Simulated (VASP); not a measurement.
# NaB5 (P6/mmm) in VASP: further runs

Runs on NaB5. Level: PBE. Tasks: single point, relaxation of cell and atoms.

Program: VASP 6.6.1. These are calculated values, not measurements. Logs are shortened: lines on timing, memory, paths and dates and some standing lists are left out, and cuts for length are marked.

### Step 1. The cell of the first run

Symmetry: P6/mmm, No. 191, hexagonal system. The conventional cell has a = 4.356 Å, b = 4.356 Å, c = 2.859 Å, α = 90.00°, β = 90.00°, γ = 120.00°. Na (site symmetry 6/mmm) has 18 B at 2.51 to 2.61 Å and 2 Na at 2.86 Å within 3.3 Å. Within 2.5 Å of B (site symmetry -6m2) lie 6 B at 1.90 Å. B (site symmetry mmm) has 8 B at 1.90 to 2.18 Å within 2.5 Å.

### Step 2. Single point, PBE

INCAR reads:

```
ALGO = Normal
EDIFF = 1E-6
ENCUT = 520
GGA = PE
ISIF = 2
ISMEAR = 0
LASPH = True
LCHARG = False
LREAL = False
LWAVE = False
NBANDS = 20
NELM = 100
PREC = Accurate
SIGMA = 0.1
```

KPOINTS reads:

```
k-points
0
Gamma
  12 12 14
```

POSCAR reads:

```
NaB5
1.0
    4.3555524576      0.0000000000      0.0000000000
   -2.1777762288      3.7720190758      0.0000000000
    0.0000000000      0.0000000000      2.8590287598
Na B
1 5
Direct
    0.0000000000      0.0000000000      0.0000000000
    0.3333333333      0.6666666667      0.0000000000
    0.6666666667      0.3333333333      0.0000000000
    0.5000000000      0.0000000000      0.5000000000
    0.5000000000      0.5000000000      0.5000000000
    0.0000000000      0.5000000000      0.5000000000
```

Potentials or basis: VASP PAW PBE potentials, release 64 (Na_pv, B).

Run with:

```sh
$ cat potpaw_PBE.64/Na_pv/POTCAR potpaw_PBE.64/B/POTCAR > POTCAR
$ mpirun -np 1 vasp_std > vasp.out
```

OUTCAR:

```text
EDIFF = 1E-6
   ENCUT = 520
   GGA = PE
   ISIF = 2
   ISMEAR = 0
   LASPH = True
   LREAL = False
   NELM = 100
   PREC = Accurate

 ion  position               nearest neighbor table
   1  0.000  0.000  0.000-
   2  0.333  0.667  0.000-   6 1.90   6 1.90   4 1.90   4 1.90   5 1.90   5 1.90
   3  0.667  0.333  0.000-   6 1.90   6 1.90   4 1.90   4 1.90   5 1.90   5 1.90
   4  0.500  0.000  0.500-   2 1.90   3 1.90   2 1.90   3 1.90
   5  0.500  0.500  0.500-   2 1.90   3 1.90   2 1.90   3 1.90
   6  0.000  0.500  0.500-   2 1.90   3 1.90   2 1.90   3 1.90

  LATTYP: Found a hexagonal cell.
 ALAT       =     4.3555524576
 C/A-ratio  =     0.6564101311

  Lattice vectors:

 A1 = (   4.3555524576,   0.0000000000,   0.0000000000)
 A2 = (  -2.1777762288,   3.7720190758,   0.0000000000)
 A3 = (   0.0000000000,   0.0000000000,   2.8590287598)

Analysis of symmetry for initial positions (statically):
=====================================================================
 Subroutine PRICEL returns:
 Original cell was already a primitive cell.

 Routine SETGRP: Setting up the symmetry group for a
 hexagonal supercell.

 Subroutine GETGRP returns: Found 24 space group operations
 (whereof 24 operations were pure point group operations)
 out of a pool of 24 trial point group operations.

The static configuration has the point symmetry D_6h.

Analysis of symmetry for dynamics (positions and initial velocities):
=====================================================================
 Subroutine PRICEL returns:
 Original cell was already a primitive cell.

 Routine SETGRP: Setting up the symmetry group for a
 hexagonal supercell.

 Subroutine GETGRP returns: Found 24 space group operations
 (whereof 24 operations were pure point group operations)
 out of a pool of 24 trial point group operations.

The dynamic configuration has the point symmetry D_6h.

 Subroutine INISYM returns: Found 24 space group operations
 (whereof 24 operations are pure point group operations),
 and found     1 'primitive' translations

----------------------------------------------------------------------------------------

                                     Primitive cell

  volume of cell :      46.9716

  direct lattice vectors                    reciprocal lattice vectors
     4.355552458  0.000000000  0.000000000     0.229592000  0.132555003  0.000000000
    -2.177776229  3.772019076  0.000000000     0.000000000  0.265110006  0.000000000
     0.000000000  0.000000000  2.859028760     0.000000000  0.000000000  0.349769129

  length of vectors
     4.355552458  4.355552458  2.859028760     0.265110006  0.265110006  0.349769129

  position of ions in fractional coordinates (direct lattice)
     0.000000000  0.000000000  0.000000000
     0.333333333  0.666666667  0.000000000
     0.666666667  0.333333333  0.000000000
     0.500000000  0.000000000  0.500000000
     0.500000000  0.500000000  0.500000000
     0.000000000  0.500000000  0.500000000

  ion indices of the primitive-cell ions
   primitive index   ion index
                 1           1
                 2           2
                 3           3
                 4           4
                 5           5
                 6           6

----------------------------------------------------------------------------------------

 KPOINTS: k-points

Automatic generation of k-mesh.
 Grid dimensions read from file:
 generate k-points for:   12   12   14

 Generating k-lattice:

  Cartesian coordinates                     Fractional coordinates (reciprocal lattice)
     0.019132667  0.011046250  0.000000000     0.083333333  0.000000000  0.000000000
     0.000000000  0.022092501  0.000000000     0.000000000  0.083333333  0.000000000
     0.000000000  0.000000000  0.024983509     0.000000000  0.000000000  0.071428571

  Length of vectors
     0.022092501  0.022092501  0.024983509

  Shift w.r.t. Gamma in fractional coordinates (k-lattice)
     0.000000000  0.000000000  0.000000000

 Subroutine IBZKPT returns following result:
 ===========================================

 Found    152 irreducible k-points:

 Following reciprocal coordinates:
            Coordinates               Weight
  0.000000  0.000000  0.000000      1.000000
  0.083333  0.000000  0.000000      6.000000
  0.166667  0.000000  0.000000      6.000000
  0.250000  0.000000  0.000000      6.000000
  0.333333  0.000000  0.000000      6.000000
  0.416667  0.000000  0.000000      6.000000
[... 16 lines left out ...]
  0.250000  0.000000  0.071429     12.000000
  0.333333  0.000000  0.071429     12.000000
 [... further k-points ...]
   k-points           NKPTS =    152   k-points in BZ     NKDIM =    152   number of bands    NBANDS=     20
   number of dos      NEDOS =    301   number of ions     NIONS =      6
   total plane-waves  NPLWV =  24576
   dimension x,y,z NGX =    32 NGY =   32 NGZ =   24
   dimension x,y,z NGXF=    64 NGYF=   64 NGZF=   48
   ions per type =               1   5
   NGX,Y,Z   is equivalent  to a cutoff of  12.21, 12.21, 13.96 a.u.
   NGXF,Y,Z  is equivalent  to a cutoff of  24.43, 24.43, 27.91 a.u.
 SYSTEM =  unknown system
   PREC   = accura    normal or accurate (medium, high low for compatibility)
   ISTART =      0    job   : 0-new  1-cont  2-samecut
   ICHARG =      2    charge: 1-file 2-atom 10-const
   ISPIN  =      1    spin polarized calculation?
   LNONCOLLINEAR =      F non collinear calculations
   LSORBIT =      F    spin-orbit coupling
   LASPH  =      T    aspherical Exc in radial PAW
   ENCUT  =  520.0 eV  38.22 Ry    6.18 a.u.   8.10  8.10  5.32*2*pi/ulx,y,z
   NELM   =    100;   NELMIN=  2; NELMDL= -5     # of ELM steps
   EDIFF  = 0.1E-05   stopping-criterion for ELM
   LREAL  =      F    real-space projection
   EDIFFG = 0.1E-04   stopping-criterion for IOM
   NSW    =      0    number of steps for IOM
   IBRION =     -1    ionic relax: 0-MD 1-quasi-New 2-CG
   NFREE  =      0    steps in history (QN), initial steepest desc. (CG)
   ISIF   =      2    stress and relaxation
   ISYM   =      2    0-nonsym 1-usesym 2-fastsym
   POTIM  = 0.5000    time-step for ionic-motion
   TEBEG  =    0.0;   TEEND  =   0.0 temperature during run
   PSTRESS=    0.0 pullay stress
   NELECT =      22.0000    total number of electrons
   NUPDOWN=      -1.0000    fix difference up-down
   EMIN   =  10.00;   EMAX   =-10.00  energy-range for DOS
   EFERMI =   0.00;   METHOD = LEGACY
   ISMEAR =     0;   SIGMA  =   0.10  broadening in eV -4-tet -1-fermi 0-gaus
   EFERMI_NEDOS =   21; number of points for ismear=-14 and -15
   IALGO  =     38    algorithm
   IMIX   =      4    mixing-type and parameters
     AMIX     =   0.40;   BMIX     =  1.00
     AMIX_MAG =   1.60;   BMIX_MAG =  1.00
  volume/ion in A,a.u.               =       7.83        52.83
  Fermi-wavevector in a.u.,A,eV,Ry     =   1.271366  2.402533 21.992061  1.616371
  Thomas-Fermi vector in A             =   2.404303
   LORBIT       =      0    0 simple, 1 ext, 2 COOP (PROOUT), +10 PAW based schemes
   GGA     = PE    functional components
   LHFCALC =     F    Hartree Fock is set to
   AEXX    =    0.0000 exact exchange contribution
   IVDW    =     0    specifies the selected vdW correction
   LEPSILON=     F    determine dielectric tensor
   LRPA    =     F    only Hartree local field effects (RPA)
 non-spin polarized calculation
 Gauss-broadening in eV      SIGMA  =   0.10
  energy-cutoff  :      520.00
  volume of cell :       46.97
 maximum number of plane-waves:      1281
   NGX = 17   NGY = 17   NGZ = 11

 number of electron      21.9999992 magnetization

 Free energy of the ion-electron system (eV)
  ---------------------------------------------------
  ext. energy  EPLUGINS =         0.00000000
  ---------------------------------------------------
  free energy    TOTEN  =       -29.58648303 eV

  energy without entropy =      -29.57871137  energy(sigma->0) =      -29.58259720

 E-fermi :   6.8893     XC(G=0): -11.6845

 val. band max:        6.8873072411   @ k =   0.3333   0.1667   0.0714
 cond. band min:       6.9060847437   @ k =   0.4167   0.0000   0.2857
 fundamental gap:      0.0187775025
 Fermi energy:         6.8893168863

 k-point     1 :       0.0000    0.0000    0.0000
  band No.  band energies     occupation
      1     -17.0361      2.00000
      2     -17.0361      2.00000
      3     -16.8849      2.00000
      4      -8.4676      2.00000
      5      -2.8251      2.00000
      6      -0.3669      2.00000
[... 12 lines left out ...]
     19      15.6219      0.00000
     20      16.8550      0.00000

 k-point     2 :       0.0833    0.0000    0.0000
  band No.  band energies     occupation
      1     -17.0385      2.00000
      2     -17.0366      2.00000
      3     -16.8848      2.00000
      4      -8.4120      2.00000
      5      -3.0990      2.00000
      6      -0.4788      2.00000
[... 12 lines left out ...]
     19      15.4494      0.00000
     20      16.8231      0.00000

 k-point     3 :       0.1667    0.0000    0.0000
  band No.  band energies     occupation
      1     -17.0450      2.00000
      2     -17.0380      2.00000
      3     -16.8845      2.00000
      4      -8.2478      2.00000
      5      -3.7023      2.00000
      6      -0.7260      2.00000
[... 12 lines left out ...]
     19      15.0983      0.00000
     20      16.6638      0.00000

 k-point     4 :       0.2500    0.0000    0.0000
  band No.  band energies     occupation
      1     -17.0537      2.00000
      2     -17.0399      2.00000
      3     -16.8841      2.00000
      4      -7.9835      2.00000
      5      -4.3923      2.00000
      6      -0.9847      2.00000
[... 429 lines left out ...]
 k-point    23 :       0.2500    0.0000    0.0714
  band No.  band energies     occupation
      1     -17.0512      2.00000
      2     -17.0376      2.00000
      3     -16.8976      2.00000
      4      -7.9113      2.00000
      5      -4.3303      2.00000
      6      -0.9198      2.00000
[... 12 lines left out ...]
     19      15.1413      0.00000
     20      16.7761      0.00000

 k-point    24 :       0.3333    0.0000    0.0714
  band No.  band energies     occupation
      1     -17.0597      2.00000
      2     -17.0395      2.00000
      3     -16.8971      2.00000
      4      -7.5666      2.00000
      5      -5.0006      2.00000
      6      -1.1264      2.00000
[... 12 lines left out ...]
     19      14.7561      0.00000
     20      16.5894      0.00000

 [... further k-points ...]
[... 5 lines left out ...]
  --------------------------------------------------------------------------------------
  -------------------------------------------------------------------------------------
  Total        0.0443781      0.0443781      0.0312990      0.0000000     -0.0000000      0.0000000
  in kB        1.5137140      1.5137140      1.0675911      0.0000000     -0.0000000      0.0000000
  external PRESSURE =       1.3650064 kB  Pullay stress =       0.0000000 kB

 VOLUME and BASIS-vectors are now :
 -----------------------------------------------------------------------------
  energy-cutoff  :      520.00
  volume of cell :       46.97
      direct lattice vectors                 reciprocal lattice vectors
     4.355552458  0.000000000  0.000000000     0.229592000  0.132555003  0.000000000
    -2.177776229  3.772019076  0.000000000     0.000000000  0.265110006  0.000000000
     0.000000000  0.000000000  2.859028760     0.000000000  0.000000000  0.349769129

 POSITION                                       TOTAL-FORCE (eV/Angst)
 -----------------------------------------------------------------------------------
      0.00000      0.00000      0.00000         0.000000      0.000000      0.000000
     -0.00000      2.51468      0.00000        -0.000000      0.000000     -0.000000
      2.17778      1.25734      0.00000         0.000000     -0.000000      0.000000
      2.17778      0.00000      1.42951        -0.000000      0.000000      0.000000
      1.08889      1.88601      1.42951        -0.000000      0.000000      0.000000
     -1.08889      1.88601      1.42951         0.000000      0.000000      0.000000
 -----------------------------------------------------------------------------------
    total drift:                               -0.000000      0.000000     -0.000000

  FREE ENERGIE OF THE ION-ELECTRON SYSTEM (eV)
  ---------------------------------------------------
  free  energy   TOTEN  =       -29.5864830350 eV

  energy  without entropy=      -29.5787113663  energy(sigma->0) =      -29.58259720
```

Wall time 40 s (1 thread of Intel Xeon 6975P-C (Granite Rapids), shared host); peak memory 0.23 GiB.

Results:

```
Free energy            : -29.5865 eV
Pressure               : 0.1 GPa
Band gap on the k mesh : zero (band 11 reaches 9.37 eV, above the bottom of band 12 at 5.23 eV)
```

Levels at points of the mesh, in eV from the Fermi level:
```
           k point  band 7  band 8  band 9  band 10  band 11  band 12  band 13  band 14  band 15  band 16
(0.00, 0.00, 0.00)   -7.26   -4.76   -4.76    -4.02     2.48     2.73     4.13     4.13     4.85     6.39
(0.50, 0.00, 0.00)   -6.94   -2.84   -1.26    -1.19    -1.07     0.96     1.99     3.89     5.19     6.93
(0.00, 0.00, 0.50)   -5.38   -5.38   -2.58    -2.38    -2.38    -1.66    -1.66     1.50     1.50     4.90
(0.50, 0.00, 0.50)   -8.70   -5.68   -4.10    -3.93    -0.56     2.43     2.62     3.24     3.67     4.85
```

### Step 3. Relaxation of cell and atoms, PBE

This run uses another cell than the first one, of 7.90 Å³/atom, 1.009 times its volume.

INCAR reads:

```
PREC = Accurate ; ENCUT = 600
EDIFF = 1E-7 ; ISMEAR = 0
SIGMA = 0.1 ; LREAL = F
LASPH = T ; NELM = 100
ALGO = Normal ; ISIF = 3
LWAVE = F ; LCHARG = F
GGA = PE ; IBRION = 2
NSW = 100 ; EDIFFG = -0.01
```

KPOINTS reads:

```
Automatic mesh
0
Gamma
  12 12 14
```

POSCAR: that of step 2 with these lines changed.

```diff
@@ -2,5 +2,5 @@
 1.0
-    4.3555524576      0.0000000000      0.0000000000
-   -2.1777762288      3.7720190758      0.0000000000
-    0.0000000000      0.0000000000      2.8590287598
+    4.3753274783      0.0000000000      0.0000000000
+   -2.1876637391      3.7891447461      0.0000000000
+    0.0000000000      0.0000000000      2.8591011272
 Na B
```

Potentials or basis: VASP PAW PBE potentials, release 64 (Na_pv, B).

Run with:

```sh
$ cat potpaw_PBE.64/Na_pv/POTCAR potpaw_PBE.64/B/POTCAR > POTCAR
$ mpirun -np 1 vasp_std > vasp.out
```

It took 1.9 min on 1 thread of Intel Xeon 6975P-C (Granite Rapids), shared host; peak memory 0.25 GiB.

The run converged. Its results:

- Free energy: -29.5914 eV
- Relaxed volume: 7.83 Å³/atom
- Relaxed cell: a = 4.356 Å, b = 4.356 Å, c = 2.859 Å, α = 90.00°, β = 90.00°, γ = 120.00°
- Space group after relaxing (to 0.05 Å): P6/mmm (No. 191)
- Energy gained by relaxing: 0.3 meV/atom
- Ionic steps: 4
- Pressure after relaxing: 0.0 GPa
- Band gap on the k mesh: zero (band 11 reaches 9.37 eV, above the bottom of band 12 at 5.22 eV)

The path:
```
step  energy change (eV)  largest force (eV/Å)  pressure (GPa)  volume (Å³)
   1              0.0000                0.0000           -1.25        47.40
   2             -0.0018                0.0000            0.13        46.98
   3             -0.0018                0.0000            0.14        46.98
   4             -0.0020                0.0000            0.02        46.98
```

Final structure:
```
Na B
1.0
     4.35648    0.00000    0.00000
    -2.17824    3.77282    0.00000
     0.00000    0.00000    2.85862
Na B
1 5
Direct
  0.00000 0.00000 0.00000
  0.33333 0.66667 0.00000
  0.66667 0.33333 0.00000
  0.50000 0.00000 0.50000
  0.50000 0.50000 0.50000
  0.00000 0.50000 0.50000
```

Levels at points of the mesh, in eV from the Fermi level:
```csv
k point,band 9,band 10,band 11,band 12,band 13,band 14
"(0.00, 0.00, 0.00)",-4.76,-4.01,2.48,2.74,4.13,4.13
"(0.50, 0.00, 0.00)",-1.27,-1.18,-1.07,0.96,1.98,3.89
"(0.00, 0.00, 0.50)",-2.58,-2.38,-2.38,-1.66,-1.66,1.50
"(0.50, 0.00, 0.50)",-4.09,-3.93,-0.56,2.43,2.62,3.24
```
